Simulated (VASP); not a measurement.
CuO: single point with PBEsol+U

The system is CuO.

```xyz
8
Lattice="4.6837 0.0000 0.0000 4.6837 3.4226 0.0000 -0.8500 0.0000 5.0579" Properties=species:S:1:pos:R:3 pbc="T T T"
Cu    1.1709    0.8556    0.0000
Cu    5.4296    2.5669    2.5289
Cu    3.5128    2.5669    0.0000
Cu    3.0878    0.8556    2.5289
O     6.8130    3.1433    1.2645
O     1.7043    0.2793    3.7934
O     4.4712    1.4320    1.2645
O     4.0462    1.9906    3.7934
```

```
Program                : VASP 6.6.1
Task                   : single point
Functional             : PBEsol
Potentials or basis    : VASP PAW PBE potentials, release 64 (Cu, O)
Cutoff                 : 520 eV
k mesh                 : 7 × 7 × 4
Occupations            : gaussian, width 0.05 eV
Spin                   : collinear spin
Starting moments       : [1.0, 1.0, 1.0, 1.0, 0.0, 0.0, 0.0, 0.0] μB
Hubbard terms          : Cu d U = 7.0 eV
Dipole correction      : no
Further INCAR settings : ALGO = Normal; EDIFF = 1e-06; NBANDS = 48
```

```json
{
  "Pressure": "-6.0 GPa",
  "Largest force": "0.093 eV/Å",
  "Band gap on the k mesh": "0.89 eV",
  "Net moment": "4.00 μB per cell",
  "Site moments": "Cu +0.71; O +0.26 μB",
  "Valence electrons inside the program's atomic spheres": "Cu 9.94; O 4.98"
}
```

Forces on the atoms (eV/Å):
```
Cu   0.000  0.000  0.000
Cu   0.000  0.000  0.000
Cu   0.000  0.000  0.000
Cu   0.000  0.000  0.000
O    0.000  0.093  0.000
O    0.000 -0.093  0.000
O    0.000  0.093  0.000
O    0.000 -0.093  0.000
```

Stress tensor (GPa, compression positive):
```
-6.73  0.00  1.37
 0.00 -4.43  0.00
 1.37  0.00 -6.75
```

Levels at points of the mesh, in eV from the valence-band top:
Spin up:
```
           k point  band 34  band 35  band 36  band 37  band 38  band 39
(0.00, 0.00, 0.00)    -0.61    -0.15     0.00     1.78     3.87     6.55
(0.00, 0.00, 0.50)    -1.84    -0.73    -0.73     4.14     4.14     5.55
```
Spin down:
| k point | band 28 | band 29 | band 30 | band 31 | band 32 | band 33 | band 34 | band 35 | band 36 | band 37 |
| --- | --- | --- | --- | --- | --- | --- | --- | --- | --- | --- |
| (0.00, 0.00, 0.00) | -2.67 | -1.94 | -1.86 | -1.47 | -1.40 | 0.95 | 1.86 | 2.09 | 2.78 | 3.00 |
| (0.00, 0.00, 0.50) | -3.04 | -1.89 | -1.89 | -1.36 | -1.36 | 1.68 | 1.68 | 2.20 | 2.20 | 4.42 |

Eigenvalues of the final occupation matrices:
| site | spin | trace | eigenvalues |
| --- | --- | --- | --- |
| site 1 d | 1 | 4.95 | 0.97 0.98 0.98 0.98 1.04 |
| site 1 d | 2 | 4.23 | 0.34 0.96 0.97 0.97 0.98 |
| site 2 d | 1 | 4.95 | 0.97 0.98 0.98 0.98 1.04 |
| site 2 d | 2 | 4.23 | 0.34 0.96 0.97 0.97 0.98 |
| site 3 d | 1 | 4.95 | 0.97 0.98 0.98 0.98 1.04 |
| site 3 d | 2 | 4.23 | 0.34 0.96 0.97 0.97 0.98 |
| site 4 d | 1 | 4.95 | 0.97 0.98 0.98 0.98 1.04 |
| site 4 d | 2 | 4.23 | 0.34 0.96 0.97 0.97 0.98 |

Wall time 8.3 min on 1 thread of AMD EPYC 9R45 96-Core Processor (Zen 5) (shared host), peak memory 0.47 GiB.

Caveat: the cell stands under tension; the PAW data sets were made with another functional, which shifts forces and pressure a little. A k mesh can miss the band edges.
